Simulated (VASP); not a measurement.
A run of VASP 6.6.1:

The input INCAR:

```
SYSTEM = H9O4F
ALGO = Normal
EDIFF = 1E-6
ENCUT = 1010
GGA_COMPAT = .False.
ISIF = 2
ISMEAR = -1
LASPH = .True.
LCHARG = .False.
LREAL = .False.
LWAVE = .False.
NBANDS = 33
NELM = 120
PREC = Accurate
SIGMA = 0.02
```

KPOINTS

```
k-points
0
Gamma
  1 1 1
  0 0 0
```

File POSCAR:

```
H9O4F
1.0
    5.5331330000      0.0000000000      0.0000000000
    0.0000000000      5.5331330000      0.0000000000
    0.0000000000      0.0000000000      5.5331330000
O H F
4 9 1
Direct
    0.3204332880      0.7305264486      0.6212574323
    0.0492668439      0.8423798958      0.2473643775
    0.6404147524      0.4390460161      0.7778052687
    0.7507681453      0.1494270967      0.1018591095
    0.4711616366      0.8015350435      0.5620685424
    0.1963806039      0.7760160473      0.4938612537
    0.1699941064      0.7833536624      0.1340289489
   -0.0575442521      0.6852356522      0.2771305154
    0.7087485517      0.2620757535      0.9469138009
    0.4792944612      0.5077232013      0.7223213322
    0.8188669963      0.2895466276      0.2165319359
    0.8759052060      0.0132113217      0.0974493113
    0.7440992291      0.4657036077      0.6291733815
    0.8543803303      0.4738183593      0.3651276772
```

Potentials or basis: VASP PAW LDA potentials, release 64 (O_h, H_h, F_h).

Run with:

```console
$ cat potpaw_LDA.64/O_h/POTCAR potpaw_LDA.64/H_h/POTCAR potpaw_LDA.64/F_h/POTCAR > POTCAR
$ mpirun -np 1 vasp_gam > vasp.out
```

Hardware: 1 thread of Intel(R) Xeon(R) Platinum 8259CL CPU @ 2.50GHz (Skylake/Cascade Lake), on a shared host.

**Question.** How long does it take, and how much memory?

**Answer.** Run time: 19 s on 1 thread of Intel(R) Xeon(R) Platinum 8259CL CPU @ 2.50GHz (Skylake/Cascade Lake), with other jobs on the host, peak memory 0.35 GiB. Counts: scf iterations 16, k points 1.
